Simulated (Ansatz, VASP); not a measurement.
# TiO in VASP and in Ansatz

```
Ti O
1.0
     4.98909    0.00000    0.00000
    -2.49454    4.32068    0.00000
     0.00000    0.00000    2.87331
Ti O
3 3
Cartesian
  2.4945 1.4402 1.4367
  0.0000 2.8805 1.4367
  0.0000 0.0000 0.0000
  1.5106 2.6164 0.0000
  1.9679 0.0000 0.0000
  -0.9839 1.7043 0.0000
```

Alike in both runs: task relaxation of cell and atoms; functional PBEsol; k mesh 3 × 3 × 2; occupations gaussian, width 0.1 eV; no spin polarisation.

|  | VASP | Ansatz |
| --- | --- | --- |
| version | VASP 6.6.1 | Ansatz 0.2.0 |
| potentials or method | VASP PAW PBE potentials, release 64 (Ti_sv, O), cutoff 600 eV | scalar-relativistic, plane waves, PAW |
| valence electrons in the cell | 54 | 54 |

```csv
,VASP,Ansatz,Ansatz less VASP
"gap on the k mesh at the Fermi level, each at its own relaxed structure (eV)",none,none,-
relaxed volume (Å³/atom),9.95,9.93,-0.024
relaxed cell length with the largest relative difference (Å),2.717,2.714,-0.0027
```

VASP's potentials were made for PBE, not for PBEsol. A gap of «none» marks a metal or a gap that the smearing closes.

The k mesh is coarse, so the values compare programs but aren't converged.
